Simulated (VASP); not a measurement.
Ti, 3 atoms in the cell. The structure is hexagonal, space group P6/mmm (No. 191). The conventional cell has a = 4.187 Å, b = 4.187 Å, c = 2.629 Å, α = 90.00°, β = 90.00°, γ = 120.00°. Ti (site symmetry 6/mmm) has 14 Ti at 2.63 to 2.75 Å within 3.5 Å. Ti (site symmetry -6m2) has 11 Ti at 2.42 to 2.75 Å within 3.2 Å. 

```yaml
Program: VASP 6.6.1
Task: single point
Functional: LDA
Potentials_or_basis: VASP PAW LDA potentials, release 64 (Ti_sv)
Cutoff: 520 eV
k_mesh: 7 × 7 × 9
Occupations: gaussian, width 0.05 eV
Spin: no spin polarisation
Dipole_correction: no
Further_INCAR_settings: ALGO = Normal; EDIFF = 1e-06; NBANDS = 25
```

Potentials or basis: VASP PAW LDA potentials, release 64 (Ti_sv).

Launch:

```console
$ cat potpaw_LDA.64/Ti_sv/POTCAR > POTCAR
$ mpirun -np 1 vasp_std > vasp.out
```

Hardware: 1 thread of Intel(R) Xeon(R) 6975P-C (Granite Rapids) (shared host).

**Question.** How long does it take, and how much memory?

**Answer.** Run time: 15 s on 1 thread of Intel(R) Xeon(R) 6975P-C (Granite Rapids) (shared host), peak memory 0.15 GiB. Counts: scf iterations 15, k points 40.
